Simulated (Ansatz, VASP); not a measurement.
## Two plane-wave programs on Sc

Contents of INCAR:

```
SYSTEM = Sc
PREC     = Accurate       ! precision mode
ENCUT    = 520            ! plane-wave cutoff, eV
EDIFF    = 1E-7           ! SCF threshold, eV
ISMEAR   = -1             ! smearing method
SIGMA    = 0.05           ! smearing width, eV
LREAL    = .FALSE.        ! projectors in reciprocal space
LASPH    = .TRUE.         ! aspherical terms in the spheres
NELM     = 100            ! most SCF steps
ALGO     = Normal         ! electronic algorithm
ISIF     = 2              ! what is computed and relaxed
LWAVE    = .FALSE.        ! write WAVECAR
LCHARG   = .FALSE.        ! write CHGCAR
GGA      = PS             ! functional
NBANDS   = 18             ! bands
```

File KPOINTS:

```
Automatic mesh
0
G
  11 11 11
  0 0 0
```

The input POSCAR:

```
Sc
1.0
    0.0000000000      2.9055548950      2.9055548950
    2.9055548950      0.0000000000      2.9055548950
    2.9055548950      2.9055548950      0.0000000000
Sc
2
Direct
   -0.1250000000     -0.1250000000     -0.1250000000
    0.1250000000      0.1250000000      0.1250000000
```

Input for Ansatz:

```yaml
crystal:
  lattice:
    - [0.0, 2.905554895, 2.905554895]
    - [2.905554895, 0.0, 2.905554895]
    - [2.905554895, 2.905554895, 0.0]
  atoms:
    - { symbol: Sc, position: [-0.125, -0.125, -0.125] }
    - { symbol: Sc, position: [0.125, 0.125, 0.125] }
kpoints:
  mp_grid: { grid: [11, 11, 11] }
scf:
  occupations: { method: fermi_dirac, width: 0.05 }
hamiltonian:
  xc: pbesol
  pseudopotentials: { kind: paw }
output:
  forces: true
  stress: true
  eigenvalues: true
  populations: true
```

Change from the starting cell: volume scaled by 0.8, PAW files.

Alike in both runs: task single point; functional PBEsol; k mesh 11 × 11 × 11; occupations fermi-dirac, width 0.05 eV; no spin polarisation.

```csv
,VASP,Ansatz
version,VASP 6.6.1,Ansatz 0.2.0
potentials or method,"VASP PAW PBE potentials, release 64 (Sc_sv)","PAW with Ansatz's default frozen-core files, scalar-relativistic"
plane-wave cutoff (eV),520,420
valence electrons in the cell,22,22
```

```tsv
	VASP	Ansatz	Ansatz less VASP
pressure (GPa)	2.8	2.6	-0.17
```

VASP's potentials were made for PBE, not for PBEsol.
